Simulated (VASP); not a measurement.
A run of VASP 6.6.1 is set up as follows.

Contents of INCAR:

```
SYSTEM = TiO2
ALGO = Normal
EDIFF = 1E-7
ENCUT = 520
GGA = PS
ISIF = 2
ISMEAR = -1
LASPH = .TRUE.
LCHARG = .TRUE.
LELF = .TRUE.
LREAL = .FALSE.
LVHAR = .TRUE.
LWAVE = .FALSE.
NBANDS = 60
NELM = 80
PREC = Accurate
SIGMA = 0.24
```

The input KPOINTS:

```
k-points
0
G
  3 3 1
  0 0 0
```

File POSCAR:

```
TiO2
1.0
    3.8470600000      0.0000000000      0.0000000000
    0.0000000000      3.8470600000      0.0000000000
    0.0000000000      0.0000000000      9.6699950000
Ti O
4 8
Direct
    0.0575244472     -0.0181437253      0.0201758119
    0.0792553274      0.4537750906      0.2737126545
    0.5442337785      0.4763637687      0.5149330481
    0.6128836046     -0.0889770370      0.7793592448
    0.0419281217      0.0031452590      0.2379111882
    0.0420320972      0.4710350241      0.4734438849
    0.1043654115      0.4649784511      0.0582006506
    0.0809449294     -0.0796972233      0.8183044562
    0.6211756510      0.4537231028      0.7258638707
    0.5685900402     -0.0790473764      0.9780460073
    0.5240625309     -0.0394846974      0.5684180809
    0.5644830078      0.4912322657      0.3169701742
```

Potentials or basis: VASP PAW PBE potentials, release 64 (Ti_sv, O).

Launch:

```bash
$ cat potpaw_PBE.64/Ti_sv/POTCAR potpaw_PBE.64/O/POTCAR > POTCAR
$ mpirun -np 1 vasp_std > vasp.out
```

**Question.** Estimate the largest force.

**Answer.** 2.031 eV/Å.

**Question.** Predict the pressure.

**Answer.** -6.9 GPa.

Forces on the atoms (eV/Å):
```
Ti   0.280 -0.132  0.089
Ti  -0.267  0.844 -0.028
Ti   0.057  0.205  1.462
Ti  -0.875  0.100 -1.794
O    0.154 -1.758 -1.006
O    0.846 -0.200  0.231
O   -0.511  0.038  0.583
O    0.319  0.727  0.463
O   -0.294 -0.285  0.211
O    0.794  0.700  0.652
O    0.184 -0.266 -0.164
O   -0.688  0.027 -0.699
```

Caveat: the k points lie up to 0.65 Å⁻¹ apart; the atoms stand as in a frame of molecular dynamics; the PAW data sets were made with another functional, which shifts forces and pressure a little.
